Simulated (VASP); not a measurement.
Runs of VASP 6.6.1 on CoO. The structure is that of space group R-3m (No. 166), or close to it. The cells are those of the table. 

```csv
task,potentials or basis,cell,k mesh,cutoff (eV),gap on the mesh (eV),pressure (GPa),moment (μB)
single point,"VASP PAW PBE potentials, release 64 (Co, O)","a = 2.715 Å, angles 67.1°, 2 atoms",18 × 18 × 18,520,none,17.8,(c)
single point,"VASP PAW PBE potentials, release 64 (Co, O)","a = 2.830 Å, angles 65.4°, 2 atoms",12 × 12 × 12,520,none,-0.8,2.66
single point,"VASP PAW PBE potentials, release 64 (Co_sv, O)","a = 2.832 Å, angles 65.3°, 2 atoms",18 × 18 × 18,600,none,(a),2.71
relaxation of shape and atoms at fixed volume,"VASP PAW PBE potentials, release 64 (Co, O)","relaxed from a = 2.764 Å, angles 65.9°, 2 atoms",18 × 18 × 18,600,none,10.7,(b)
single point,"VASP PAW PBE potentials, release 64 (Co, O)","a = 2.676 Å, angles 67.6°, 2 atoms",18 × 18 × 18,520,none,26.2,2.07
```

Alike in all rows: level PBEsol; spin collinear, ferromagnetic start; smearing gaussian 0.1 eV.

Q: Fill in the values left out.

A: (a) -2.6; (b) 2.41; (c) 2.25.

Caveats: the PAW data sets were made with another functional, which shifts forces and pressure a little; a cell with one magnetic atom can't hold antiferromagnetic order, which such compounds often take; semilocal functionals often make such compounds metallic where correlation or magnetic order opens a gap, which also shifts bond lengths; the cell stands under pressure (at least some runs).

A gap of «none» marks levels without a gap at the run's occupations.

The runs don't all hold the same shells in valence.
